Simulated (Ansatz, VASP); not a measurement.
**KCl: VASP beside Ansatz**

```xyz
2
Lattice="3.7705 0.0000 0.0000 0.0000 3.7705 0.0000 0.0000 0.0000 3.7705" Properties=species:S:1:pos:R:3 pbc="T T T"
K     0.0000    0.0000    0.0000
Cl    1.8852    1.8852    1.8852
```

Alike in both runs: functional r2SCAN; k mesh 6 × 6 × 6; occupations gaussian, width 0.02 eV; no spin polarisation.

Ansatz relaxed the structure, and its values are those at the end. VASP's run is a single point on that final structure, the one shown.

|  | VASP | Ansatz |
| --- | --- | --- |
| version | VASP 6.6.1 | Ansatz 0.2.0 |
| potentials or method | VASP PAW PBE potentials, release 64 (K_sv, Cl), cutoff 520 eV | scalar-relativistic, plane waves, PAW |
| valence electrons in the cell | 16 | 16 |

Ansatz gave:

```
gap on the k mesh at the Fermi level (eV) : 5.80
least direct gap on the mesh (eV)         : 6.02
pressure (GPa)                            : 0.0
```

Task: Which values does VASP return?

Result: gap on the k mesh at the Fermi level (eV): 5.81; least direct gap on the mesh (eV): 6.03; pressure (GPa): 0.0.

VASP's potentials were made for PBE, not for r2SCAN.
